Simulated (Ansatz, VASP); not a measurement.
**Two plane-wave programs on BeZn2TeS2**

Contents of INCAR:

```
SYSTEM = BeZn2TeS2
PREC     = Accurate       ! precision mode
ENCUT    = 600            ! plane-wave cutoff, eV
EDIFF    = 1E-6           ! SCF threshold, eV
ISMEAR   = 0              ! smearing method
SIGMA    = 0.1            ! smearing width, eV
LREAL    = .FALSE.        ! projectors in reciprocal space
LASPH    = .TRUE.         ! aspherical terms in the spheres
NELM     = 100            ! most SCF steps
ALGO     = Normal         ! electronic algorithm
ISIF     = 3              ! what is computed and relaxed
LWAVE    = .FALSE.        ! write WAVECAR
LCHARG   = .FALSE.        ! write CHGCAR
GGA      = PE             ! functional
IBRION   = 2              ! ionic algorithm
NSW      = 100            ! ionic steps
EDIFFG   = -0.01          ! ionic threshold
LUSENCCL = .FALSE.
```

Contents of KPOINTS:

```
Automatic mesh
0
G
  12 12 8
  0 0 0
```

Contents of POSCAR:

```
BeZn2TeS2
1.0
    4.7641025757      0.0000000000      0.0000000000
   -2.3820512879      4.1258338568      0.0000000000
    0.0000000000      0.0000000000      5.4175284707
Be Zn Te S
1 2 1 2
Direct
    0.0000000000      0.0000000000      0.5000000000
    0.3333333333      0.6666666667      0.5000000000
    0.6666666667      0.3333333333      0.5000000000
    0.0000000000      0.0000000000      0.0000000000
    0.3333333333      0.6666666667      0.0000000000
    0.6666666667      0.3333333333      0.0000000000
```

Input for Ansatz:

```yaml
crystal:
  lattice:
    - [4.7641025757, 0.0, 0.0]
    - [-2.3820512879, 4.1258338568, 0.0]
    - [0.0, 0.0, 5.4175284707]
  atoms:
    - { symbol: Be, position: [0.0, 0.0, 0.5] }
    - { symbol: Zn, position: [0.3333333333, 0.6666666667, 0.5] }
    - { symbol: Zn, position: [0.6666666667, 0.3333333333, 0.5] }
    - { symbol: Te, position: [0.0, 0.0, 0.0] }
    - { symbol: S, position: [0.3333333333, 0.6666666667, 0.0] }
    - { symbol: S, position: [0.6666666667, 0.3333333333, 0.0] }
basis:
  ecutwfc: 420
kpoints:
  mp_grid: { grid: [12, 12, 8] }
hamiltonian:
  xc: pbe
scf:
  occupations: { method: gaussian, width: 0.1 }
output:
  forces: true
  stress: true
  eigenvalues: true
relax:
  adjacent_minimum: "off"
  f_tol: 0.01
  max_steps: 80
  cell: { stress_tol: 0.05 }
```

Alike in both runs: task relaxation of cell and atoms; functional PBE; k mesh 12 × 12 × 8; occupations gaussian, width 0.1 eV; no spin polarisation.

|  | VASP | Ansatz |
| --- | --- | --- |
| version | VASP 6.6.1 | Ansatz 0.2.0 |
| potentials or method | VASP PAW PBE potentials, release 64 (Be, Zn, Te, S), cutoff 600 eV | scalar-relativistic, plane waves, PAW |
| valence electrons in the cell | 44 | 54 |

|  | VASP | Ansatz | Ansatz less VASP |
| --- | --- | --- | --- |
| gap on the k mesh at the Fermi level, each at its own relaxed structure (eV) | none | none | - |
| relaxed volume (Å³/atom) | 17.65 | 17.62 | -0.026 |
| relaxed length of the cell vector where the two differ most in proportion (Å) | 5.366 | 5.339 | -0.0269 |

A gap of «none» marks a metal or a gap that the smearing closes. VASP's potentials hold 44 valence electrons a cell and Ansatz's 54, so a difference there can come from the potentials and not from the codes.

Neither program's run includes spin-orbit coupling.
